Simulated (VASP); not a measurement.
SnO2:

```xyz
3
Lattice="1.6171 0.9336 4.8006 -1.6171 0.9336 4.8006 0.0000 -1.8673 4.8006" Properties=species:S:1:pos:R:3 pbc="T T T"
Sn    0.0000    0.0000    7.2009
O     0.0000    0.0000   10.9861
O     0.0000    0.0000    3.4157
```

```yaml
Program: VASP 6.6.1
Task: relaxation of cell and atoms
Functional: LDA
Potentials_or_basis: VASP PAW LDA potentials, release 64 (Sn_d, O)
Cutoff: 600 eV
k_mesh: 10 × 10 × 10
Occupations: fermi-dirac, width 0.05 eV
Spin: no spin polarisation
```

At the start: pressure -8.6 GPa; volume 14.50 Å³/atom.

**Question.** How do energy, volume and symmetry change on relaxing?

**Answer.** Over 27 steps the energy falls by 46.6 meV/atom and the volume is 12.07 Å³/atom (-16.7 %); space group R-3m (No. 166, to 0.1 Å) before and after.

The path:
| step | energy change (eV) | largest force (eV/Å) | pressure (GPa) | volume (Å³) |
| --- | --- | --- | --- | --- |
| 1 | 0.0000 | 0.6195 | -8.59 | 43.49 |
| 2 | 0.0743 | 1.2521 | 15.06 | 38.78 |
| 3 | -0.0668 | 0.0554 | -0.47 | 41.46 |
| 4 | -0.0668 | 0.0706 | -0.26 | 41.42 |
| 5 | -0.0717 | 0.1154 | -0.32 | 41.21 |
| 6 | -0.0831 | 0.2493 | -0.50 | 40.57 |
| 7 | -0.0906 | 0.5064 | -0.60 | 39.24 |
| 8 | -0.0930 | 0.4966 | -0.65 | 39.12 |
| 9 | -0.0999 | 0.4675 | -0.85 | 38.76 |
| 10 | -0.1120 | 0.4094 | -1.13 | 38.04 |
| 11 | -0.1274 | 0.2784 | -1.07 | 36.58 |
| 12 | -0.0963 | 0.1081 | 2.74 | 33.58 |
| 13 | -0.1256 | 0.3160 | -0.21 | 36.01 |
| 14 | -0.1249 | 0.2334 | 0.26 | 35.35 |
| 15 | -0.1257 | 0.2714 | 0.03 | 35.63 |
| 16 | -0.1318 | 0.1719 | -0.29 | 35.76 |
| 17 | -0.1385 | 0.0776 | -1.04 | 36.08 |
| 18 | -0.1386 | 0.0140 | 1.26 | 35.80 |
| 19 | -0.1394 | 0.0309 | 0.14 | 35.94 |
| 20 | -0.1394 | 0.0301 | 0.18 | 35.93 |
| 21 | -0.1395 | 0.0207 | 0.18 | 35.97 |
| 22 | -0.1397 | 0.0070 | 0.19 | 36.07 |
| 23 | -0.1396 | 0.0616 | 0.25 | 36.27 |
| 24 | -0.1398 | 0.0275 | 0.23 | 36.14 |
| 25 | -0.1398 | 0.0005 | -0.21 | 36.24 |
| 26 | -0.1398 | 0.0094 | -0.07 | 36.21 |
| 27 | -0.1399 | 0.0036 | -0.04 | 36.21 |

Final structure:
```yaml
crystal:
  lattice:
    - [1.60955, 0.92928, 4.03495]
    - [-1.60955, 0.92928, 4.03495]
    - [0.00000, -1.85855, 4.03495]
  atoms:
    - { symbol: Sn, position: [0.50000, 0.50000, 0.50000] }
    - { symbol: O, position: [0.75421, 0.75421, 0.75421] }
    - { symbol: O, position: [0.24579, 0.24579, 0.24579] }
```

Caveat: the volume moved by over 15 % at a fixed basis, so the end points are rough.
